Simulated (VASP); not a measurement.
# SnSe (Fm-3m) in VASP: further runs

SnSe is run at these levels: BLYP, PBE; tasks: single point, relaxation of cell and atoms.

Everything below comes from runs of VASP 6.6.1. Logs are shortened: lines on timing, memory, paths and dates and some standing lists are left out, and cuts for length are marked.

**1. The cell of the first run**

It takes space group Fm-3m (No. 225, cubic). The conventional cell has a = 6.215 Å, b = 6.215 Å, c = 6.215 Å, α = 90.00°, β = 90.00°, γ = 90.00°. Within 4.1 Å of Sn (site symmetry m-3m) lie 6 Se at 3.11 Å. Within 4.1 Å of Se (site symmetry m-3m) lie 6 Sn at 3.11 Å.

**2. Single point, BLYP**

Contents of INCAR:

```
SYSTEM = SnSe
PREC = Accurate
ENCUT = 520
EDIFF = 1E-7
ISMEAR = 1
SIGMA = 0.025
LREAL = .FALSE.
LASPH = .TRUE.
NELM = 100
ALGO = Normal
ISIF = 2
LWAVE = .FALSE.
LCHARG = .FALSE.
GGA = B5
ALDAX = 1.0
AGGAX = 1.0
AGGAC = 1.0
ALDAC = 0.0
NBANDS = 17
```

Contents of KPOINTS:

```
regular mesh
0
G
  8 8 8
  0 0 0
```

Contents of POSCAR:

```
SnSe
1.0
    4.3947054408      0.0000000000      0.0000000000
    2.1973527204      3.8059265539      0.0000000000
    2.1973527204      1.2686421846      3.5882619666
Sn Se
1 1
Direct
    0.0000000000      0.0000000000      0.0000000000
    0.5000000000      0.5000000000      0.5000000000
```

Potentials or basis: VASP PAW PBE potentials, release 64 (Sn_d, Se).

Started as:

```
$ cat potpaw_PBE.64/Sn_d/POTCAR potpaw_PBE.64/Se/POTCAR > POTCAR
$ mpirun -np 1 vasp_std > vasp.out
```

OUTCAR:

```text
SYSTEM = SnSe
   PREC = Accurate
   ENCUT = 520
   EDIFF = 1E-7
   ISMEAR = 1
   LREAL = .FALSE.
   LASPH = .TRUE.
   NELM = 100
   ISIF = 2
   GGA = B5

 ion  position               nearest neighbor table
   1  0.000  0.000  0.000-   2 3.11   2 3.11   2 3.11   2 3.11   2 3.11   2 3.11
   2  0.500  0.500  0.500-   1 3.11   1 3.11   1 3.11   1 3.11   1 3.11   1 3.11

  LATTYP: Found a face centered cubic cell.
 ALAT       =     6.2150520370

  Lattice vectors:

 A1 = (   4.3947054408,   0.0000000000,   0.0000000000)
 A2 = (   2.1973527204,   3.8059265539,   0.0000000000)
 A3 = (   2.1973527204,   1.2686421846,   3.5882619666)

Analysis of symmetry for initial positions (statically):
=====================================================================
 Subroutine PRICEL returns:
 Original cell was already a primitive cell.

 Routine SETGRP: Setting up the symmetry group for a
 face centered cubic supercell.

 Subroutine GETGRP returns: Found 48 space group operations
[... 9 lines left out ...]

 Routine SETGRP: Setting up the symmetry group for a
 face centered cubic supercell.

 Subroutine GETGRP returns: Found 48 space group operations
[... 11 lines left out ...]
                                     Primitive cell

  volume of cell :      60.0170

  direct lattice vectors                    reciprocal lattice vectors
     4.394705441  0.000000000  0.000000000     0.227546536 -0.131374054 -0.092895484
     2.197352720  3.805926554  0.000000000     0.000000000  0.262748108 -0.092895484
     2.197352720  1.268642185  3.588261967     0.000000000  0.000000000  0.278686453

  length of vectors
     4.394705441  4.394705441  4.394705441     0.278686453  0.278686453  0.278686453

  position of ions in fractional coordinates (direct lattice)
     0.000000000  0.000000000  0.000000000
     0.500000000  0.500000000  0.500000000

  ion indices of the primitive-cell ions
   primitive index   ion index
                 1           1
                 2           2

----------------------------------------------------------------------------------------

 KPOINTS: regular mesh

Automatic generation of k-mesh.
 Grid dimensions read from file:
 generate k-points for:    8    8    8

 Generating k-lattice:

  Cartesian coordinates                     Fractional coordinates (reciprocal lattice)
     0.028443317 -0.016421757 -0.011611936     0.125000000  0.000000000  0.000000000
     0.000000000  0.032843513 -0.011611936     0.000000000  0.125000000 -0.000000000
     0.000000000  0.000000000  0.034835807     0.000000000  0.000000000  0.125000000

  Length of vectors
     0.034835807  0.034835807  0.034835807

  Shift w.r.t. Gamma in fractional coordinates (k-lattice)
     0.000000000  0.000000000  0.000000000

 Subroutine IBZKPT returns following result:
 ===========================================

 Found     29 irreducible k-points:

 Following reciprocal coordinates:
            Coordinates               Weight
  0.000000  0.000000  0.000000      1.000000
  0.125000  0.000000 -0.000000      8.000000
  0.250000  0.000000 -0.000000      8.000000
  0.375000  0.000000  0.000000      8.000000
  0.500000  0.000000 -0.000000      4.000000
  0.125000  0.125000 -0.000000      6.000000
[... 16 lines left out ...]
  0.500000  0.250000  0.125000     48.000000
 -0.375000  0.250000  0.125000     24.000000
 [... further k-points ...]
   k-points           NKPTS =     29   k-points in BZ     NKDIM =     29   number of bands    NBANDS=     17
   number of dos      NEDOS =    301   number of ions     NIONS =      2
   total plane-waves  NPLWV =  46656
   dimension x,y,z NGX =    36 NGY =   36 NGZ =   36
   dimension x,y,z NGXF=    72 NGYF=   72 NGZF=   72
   ions per type =               1   1
   NGX,Y,Z   is equivalent  to a cutoff of  13.62, 13.62, 13.62 a.u.
   NGXF,Y,Z  is equivalent  to a cutoff of  27.24, 27.24, 27.24 a.u.
 SYSTEM =  SnSe
   PREC   = accura    normal or accurate (medium, high low for compatibility)
   ISTART =      0    job   : 0-new  1-cont  2-samecut
   ICHARG =      2    charge: 1-file 2-atom 10-const
   ISPIN  =      1    spin polarized calculation?
   LNONCOLLINEAR =      F non collinear calculations
   LSORBIT =      F    spin-orbit coupling
   LASPH  =      T    aspherical Exc in radial PAW
   ENCUT  =  520.0 eV  38.22 Ry    6.18 a.u.   8.17  8.17  8.17*2*pi/ulx,y,z
   NELM   =    100;   NELMIN=  2; NELMDL= -5     # of ELM steps
   EDIFF  = 0.1E-06   stopping-criterion for ELM
   LREAL  =      F    real-space projection
   EDIFFG = 0.1E-05   stopping-criterion for IOM
   NSW    =      0    number of steps for IOM
   IBRION =     -1    ionic relax: 0-MD 1-quasi-New 2-CG
   NFREE  =      0    steps in history (QN), initial steepest desc. (CG)
   ISIF   =      2    stress and relaxation
   ISYM   =      2    0-nonsym 1-usesym 2-fastsym
   POTIM  = 0.5000    time-step for ionic-motion
   TEBEG  =    0.0;   TEEND  =   0.0 temperature during run
   PSTRESS=    0.0 pullay stress
   NELECT =      20.0000    total number of electrons
   NUPDOWN=      -1.0000    fix difference up-down
   EMIN   =  10.00;   EMAX   =-10.00  energy-range for DOS
   EFERMI =   0.00;   METHOD = LEGACY
   ISMEAR =     1;   SIGMA  =   0.03  broadening in eV -4-tet -1-fermi 0-gaus
   EFERMI_NEDOS =   21; number of points for ismear=-14 and -15
   IALGO  =     38    algorithm
   IMIX   =      4    mixing-type and parameters
     AMIX     =   0.40;   BMIX     =  1.00
     AMIX_MAG =   1.60;   BMIX_MAG =  1.00
  volume/ion in A,a.u.               =      30.01       202.51
  Fermi-wavevector in a.u.,A,eV,Ry     =   1.134994  2.144827 17.527166  1.288210
  Thomas-Fermi vector in A             =   2.271698
   LORBIT       =      0    0 simple, 1 ext, 2 COOP (PROOUT), +10 PAW based schemes
   GGA     = B5    functional components
   LHFCALC =     F    Hartree Fock is set to
   AEXX    =    0.0000 exact exchange contribution
   IVDW    =     0    specifies the selected vdW correction
   LEPSILON=     F    determine dielectric tensor
   LRPA    =     F    only Hartree local field effects (RPA)
 non-spin polarized calculation
 Methfessel and Paxton  Order N= 1 SIGMA  =   0.03
  energy-cutoff  :      520.00
  volume of cell :       60.02
 maximum number of plane-waves:      1639
 NGX is ok and might be reduce to    36
   NGX = 17   NGY = 17   NGZ = 17

 number of electron      19.9999998 magnetization

 Free energy of the ion-electron system (eV)
  ---------------------------------------------------
  ext. energy  EPLUGINS =         0.00000000
  ---------------------------------------------------
  free energy    TOTEN  =        -7.07023083 eV

  energy without entropy =       -7.07026551  energy(sigma->0) =       -7.07024239

 E-fermi :   5.1680     XC(G=0):  -8.5755

 val. band max:        5.1445952546   @ k =   0.5000   0.0000  -0.0000
 cond. band min:       5.1914710779   @ k =   0.5000   0.0000  -0.0000
 fundamental gap:      0.0468758233
 Fermi energy:         5.1680331666

 k-point     1 :       0.0000    0.0000    0.0000
  band No.  band energies     occupation
      1     -16.6531      2.00000
      2     -16.6531      2.00000
      3     -16.6531      2.00000
      4     -16.6519      2.00000
      5     -16.6519      2.00000
      6      -8.2674      2.00000
[... 9 lines left out ...]
     16      11.1890      0.00000
     17      13.2169      0.00000

 k-point     2 :       0.1250    0.0000   -0.0000
  band No.  band energies     occupation
      1     -16.6530      2.00000
      2     -16.6530      2.00000
      3     -16.6528      2.00000
      4     -16.6515      2.00000
      5     -16.6515      2.00000
      6      -8.1788      2.00000
[... 9 lines left out ...]
     16      11.5126      0.00000
     17      14.0657      0.00000

 k-point     3 :       0.2500    0.0000   -0.0000
  band No.  band energies     occupation
      1     -16.6546      2.00000
      2     -16.6546      2.00000
      3     -16.6522      2.00000
      4     -16.6487      2.00000
      5     -16.6487      2.00000
      6      -7.9441      2.00000
[... 9 lines left out ...]
     16      12.3924      0.00000
     17      15.9618      0.00000

 k-point     4 :       0.3750    0.0000    0.0000
  band No.  band energies     occupation
      1     -16.6563      2.00000
      2     -16.6563      2.00000
      3     -16.6515      2.00000
      4     -16.6457      2.00000
      5     -16.6457      2.00000
      6      -7.6699      2.00000
[... 9 lines left out ...]
     16      13.7555      0.00000
     17      16.0663      0.00000

 k-point     5 :       0.5000    0.0000   -0.0000
  band No.  band energies     occupation
      1     -16.6570      2.00000
      2     -16.6570      2.00000
      3     -16.6512      2.00000
      4     -16.6445      2.00000
      5     -16.6445      2.00000
      6      -7.5400      2.00000
[... 9 lines left out ...]
     16      15.2148      0.00000
     17      15.2148      0.00000

 k-point     6 :       0.1250    0.1250   -0.0000
  band No.  band energies     occupation
      1     -16.6537      2.00000
      2     -16.6536      2.00000
      3     -16.6515      2.00000
      4     -16.6515      2.00000
      5     -16.6512      2.00000
      6      -8.1496      2.00000
[... 9 lines left out ...]
     16      12.0505      0.00000
     17      13.4041      0.00000

 k-point     7 :       0.2500    0.1250   -0.0000
  band No.  band energies     occupation
      1     -16.6557      2.00000
      2     -16.6535      2.00000
      3     -16.6522      2.00000
      4     -16.6495      2.00000
      5     -16.6482      2.00000
      6      -7.9642      2.00000
[... 9 lines left out ...]
     16      12.9731      0.00000
     17      14.4615      0.00000

 k-point     8 :       0.3750    0.1250   -0.0000
  band No.  band energies     occupation
      1     -16.6576      2.00000
      2     -16.6539      2.00000
      3     -16.6521      2.00000
      4     -16.6474      2.00000
      5     -16.6453      2.00000
      6      -7.7007      2.00000
[... 9 lines left out ...]
     16      14.2883      0.00000
     17      16.0077      0.00000
[... 203 lines left out ...]
      1     -16.6663      2.00000
      2     -16.6559      2.00000
      3     -16.6481      2.00000
      4     -16.6429      2.00000
      5     -16.6424      2.00000
      6      -7.3789      2.00000
[... 9 lines left out ...]
     16      15.9788      0.00000
     17      16.5536      0.00000

 k-point    20 :      -0.3750    0.3750    0.0000
  band No.  band energies     occupation
      1     -16.6641      2.00000
      2     -16.6529      2.00000
      3     -16.6501      2.00000
      4     -16.6446      2.00000
      5     -16.6433      2.00000
      6      -7.3464      2.00000
[... 9 lines left out ...]
     16      15.0435      0.00000
     17      16.7587      0.00000

 k-point    21 :       0.5000    0.5000   -0.0000
  band No.  band energies     occupation
      1     -16.6683      2.00000
      2     -16.6571      2.00000
      3     -16.6470      2.00000
      4     -16.6417      2.00000
      5     -16.6417      2.00000
      6      -7.3477      2.00000
[... 9 lines left out ...]
     16      15.9652      0.00000
     17      17.4542      0.00000

 k-point    22 :       0.3750    0.2500    0.1250
  band No.  band energies     occupation
      1     -16.6577      2.00000
      2     -16.6534      2.00000
      3     -16.6522      2.00000
      4     -16.6476      2.00000
      5     -16.6462      2.00000
      6      -7.7638      2.00000
[... 9 lines left out ...]
     16      14.3359      0.00000
     17      14.5085      0.00000

 k-point    23 :       0.5000    0.2500    0.1250
  band No.  band energies     occupation
      1     -16.6592      2.00000
      2     -16.6533      2.00000
      3     -16.6514      2.00000
      4     -16.6464      2.00000
      5     -16.6448      2.00000
      6      -7.5380      2.00000
[... 9 lines left out ...]
     16      14.6267      0.00000
     17      15.7808      0.00000

 k-point    24 :      -0.3750    0.2500    0.1250
  band No.  band energies     occupation
      1     -16.6598      2.00000
      2     -16.6539      2.00000
      3     -16.6495      2.00000
      4     -16.6472      2.00000
      5     -16.6440      2.00000
      6      -7.4348      2.00000
[... 9 lines left out ...]
     16      15.7307      0.00000
     17      15.8115      0.00000

 [... further k-points ...]
[... 5 lines left out ...]
  --------------------------------------------------------------------------------------
  -------------------------------------------------------------------------------------
  Total        0.0252237      0.0252237      0.0252237     -0.0000000     -0.0000000      0.0000000
  in kB        0.6733571      0.6733571      0.6733571     -0.0000000     -0.0000000      0.0000000
  external PRESSURE =       0.6733571 kB  Pullay stress =       0.0000000 kB

 VOLUME and BASIS-vectors are now :
 -----------------------------------------------------------------------------
  energy-cutoff  :      520.00
  volume of cell :       60.02
      direct lattice vectors                 reciprocal lattice vectors
     4.394705441  0.000000000  0.000000000     0.227546536 -0.131374054 -0.092895484
     2.197352720  3.805926554  0.000000000     0.000000000  0.262748108 -0.092895484
     2.197352720  1.268642185  3.588261967     0.000000000  0.000000000  0.278686453

 POSITION                                       TOTAL-FORCE (eV/Angst)
 -----------------------------------------------------------------------------------
      0.00000      0.00000      0.00000         0.000000      0.000000      0.000000
      4.39471      2.53728      1.79413        -0.000000     -0.000000      0.000000
 -----------------------------------------------------------------------------------
    total drift:                                0.000000     -0.000000      0.000000

  FREE ENERGIE OF THE ION-ELECTRON SYSTEM (eV)
  ---------------------------------------------------
  free  energy   TOTEN  =        -7.0702308322 eV

  energy  without entropy=       -7.0702655086  energy(sigma->0) =       -7.07024239
```

It took 47 s on 1 thread of Intel Xeon Platinum 8175M at 2.50GHz (Skylake/Cascade Lake), shared host; peak memory 0.21 GiB.

What came out:

```
Free energy            : -7.0702 eV
Pressure               : 0.1 GPa
Band gap on the k mesh : 0.05 eV, direct
```

Levels at points of the mesh, in eV from the valence-band top:
| k point | band 7 | band 8 | band 9 | band 10 | band 11 | band 12 | band 13 | band 14 |
| --- | --- | --- | --- | --- | --- | --- | --- | --- |
| (0.00, 0.00, 0.00) | -5.62 | -2.08 | -2.08 | -2.08 | 3.70 | 3.70 | 3.70 | 6.04 |
| (0.50, 0.00, 0.00) | -7.81 | -1.82 | -1.82 | 0.00 | 0.05 | 1.12 | 1.12 | 8.18 |
| (0.50, 0.50, 0.00) | -6.30 | -4.89 | -3.32 | -3.32 | 3.51 | 4.58 | 4.58 | 5.18 |

Caveat: the PAW data sets were made with another functional, which shifts forces and pressure a little; spin-orbit coupling is left out, which moves the levels of the heavy elements. A k mesh can miss the band edges.

**3. Relaxation of cell and atoms, BLYP**

This run uses another cell than the first one, of 27.27 Å³/atom, 0.909 times its volume.

Contents of INCAR:

```
PREC = Accurate ; ENCUT = 600
EDIFF = 1E-6 ; ISMEAR = 1
SIGMA = 0.025 ; LREAL = False
LASPH = True ; NELM = 100
ALGO = Normal ; ISIF = 3
LWAVE = False ; LCHARG = False
GGA = B5 ; ALDAX = 1.0
AGGAX = 1.0 ; AGGAC = 1.0
ALDAC = 0.0 ; IBRION = 2
NSW = 60 ; EDIFFG = -0.01
```

Contents of KPOINTS:

```
regular mesh
0
Gamma
  8 8 8
```

Contents of POSCAR:

```
SnSe
1.0
    4.2567828200      0.0000000000      0.0000000000
    2.1283914100      3.6864820605      0.0000000000
    2.1283914100      1.2288273535      3.4756486183
Sn Se
1 1
Direct
    0.0000000000      0.0000000000      0.0000000000
    0.5000000000      0.5000000000      0.5000000000
```

Potentials or basis: VASP PAW PBE potentials, release 64 (Sn_d, Se).

Started as:

```
$ cat potpaw_PBE.64/Sn_d/POTCAR potpaw_PBE.64/Se/POTCAR > POTCAR
$ mpirun -np 1 vasp_std > vasp.out
```

Run time: 1.9 min. Hardware: 1 thread of Intel Xeon Platinum 8175M at 2.50GHz (Skylake/Cascade Lake), shared host; peak memory 0.22 GiB.

It converged, with:

```yaml
Free_energy: -7.0701 eV
Relaxed_volume: 30.10 Å³/atom
Relaxed_cell: a = 4.399 Å, b = 4.399 Å, c = 4.399 Å, α = 60.00°, β = 60.00°, γ = 60.00°
Space_group_after_relaxing_to_0.05_Å: Fm-3m (No. 225)
Energy_gained_by_relaxing: 39.9 meV/atom
Ionic_steps: 3
Pressure_after_relaxing: 0.0 GPa
Band_gap_on_the_k_mesh: 0.04 eV, direct
```

Step by step:
| step | energy change (eV) | largest force (eV/Å) | pressure (GPa) | volume (Å³) |
| --- | --- | --- | --- | --- |
| 1 | 0.0000 | 0.0000 | 4.96 | 54.54 |
| 2 | -0.0767 | 0.0000 | -0.76 | 61.48 |
| 3 | -0.0799 | 0.0000 | -0.03 | 60.20 |

Final structure:
```yaml
crystal:
  lattice:
    - [4.39915, 0.00000, 0.00000]
    - [2.19958, 3.80978, 0.00000]
    - [2.19958, 1.26993, 3.59189]
  atoms:
    - { symbol: Sn, position: [0.00000, 0.00000, 0.00000] }
    - { symbol: Se, position: [0.50000, 0.50000, 0.50000] }
```

Levels at points of the mesh, in eV from the valence-band top:
| k point | band 7 | band 8 | band 9 | band 10 | band 11 | band 12 | band 13 | band 14 |
| --- | --- | --- | --- | --- | --- | --- | --- | --- |
| (0.00, 0.00, 0.00) | -5.63 | -2.07 | -2.07 | -2.07 | 3.69 | 3.69 | 3.69 | 6.05 |
| (0.50, 0.00, 0.00) | -7.80 | -1.82 | -1.82 | 0.00 | 0.04 | 1.12 | 1.12 | 8.17 |
| (0.50, 0.50, 0.00) | -6.30 | -4.87 | -3.31 | -3.31 | 3.51 | 4.56 | 4.56 | 5.16 |

Caveat: the PAW data sets were made with another functional, which shifts forces and pressure a little; spin-orbit coupling is left out, which moves the levels of the heavy elements; the volume moved by +10 % from the deposited cell, more than functionals usually miss.

**4. Single point, PBE (volume scaled by 1.06)**

Contents of INCAR:

```
PREC = Accurate
ENCUT = 520
EDIFF = 1E-7
ISMEAR = -1
SIGMA = 0.05
LREAL = False
LASPH = True
NELM = 80
ALGO = Normal
ISIF = 2
LWAVE = False
LCHARG = False
GGA = PE
NBANDS = 17
```

Contents of KPOINTS:

```
Automatic mesh
0
Gamma
  8 8 8
```

Contents of POSCAR:

```
SnSe
1.0
    0.0000000000      3.0690345955      3.0690345955
    3.0690345955      0.0000000000      3.0690345955
    3.0690345955      3.0690345955      0.0000000000
Sn Se
1 1
Direct
    0.0000000000      0.0000000000      0.0000000000
    0.5000000000      0.5000000000      0.5000000000
```

Started as:

```
$ cat potpaw_PBE.64/Sn_d/POTCAR potpaw_PBE.64/Se/POTCAR > POTCAR
$ mpirun -np 1 vasp_std > vasp.out
```

Run time: 13 s. Hardware: 1 thread of AMD EPYC 9R45 (Zen 5), shared host; peak memory 0.16 GiB.

It converged, with:

| Item | Value |
| --- | --- |
| Free energy | -8.2093 eV |
| Pressure | -1.8 GPa |
| Band gap on the k mesh | 0.34 eV, direct |

Levels at points of the mesh, in eV from the valence-band top:
| k point | band 7 | band 8 | band 9 | band 10 | band 11 | band 12 | band 13 | band 14 |
| --- | --- | --- | --- | --- | --- | --- | --- | --- |
| (0.00, 0.00, 0.00) | -5.28 | -2.06 | -2.06 | -2.06 | 4.06 | 4.06 | 4.06 | 5.90 |
| (0.50, 0.00, 0.00) | -7.80 | -1.83 | -1.83 | 0.00 | 0.34 | 1.25 | 1.25 | 8.06 |
| (0.50, 0.50, 0.00) | -6.04 | -5.11 | -3.40 | -3.40 | 3.19 | 4.99 | 4.99 | 5.57 |

Caveat: the cell differs from its parent crystal (volume scaled by 1.06); spin-orbit coupling is left out, which moves the levels of the heavy elements. A k mesh can miss the band edges.

**5. Overview**

| task | level | cell | cutoff (eV) | smearing | gap on the mesh (eV) | pressure (GPa) |
| --- | --- | --- | --- | --- | --- | --- |
| single point | BLYP | a = 4.395 Å, angles 60.0°, 2 atoms | 520 | methfessel-paxton 0.025 eV | 0.05 | 0.1 |
| relaxation of cell and atoms | BLYP | relaxed from a = 4.257 Å, angles 60.0°, 2 atoms | 600 | methfessel-paxton 0.025 eV | 0.04 | 0.0 |
| single point | PBE | a = 4.340 Å, angles 60.0°, 2 atoms | 520 | fermi-dirac 0.05 eV | 0.34 | -1.8 |

Alike in all rows: potentials or basis VASP PAW PBE potentials, release 64 (Sn_d, Se); no spin polarisation; k mesh 8 × 8 × 8.

Caveats: spin-orbit coupling is left out, which moves the levels of the heavy elements; the PAW data sets were made with another functional, which shifts forces and pressure a little (some runs); the volume moved by +10 % from the deposited cell, more than functionals usually miss (some runs).

Absolute energies hang on the potentials; compare differences alone.
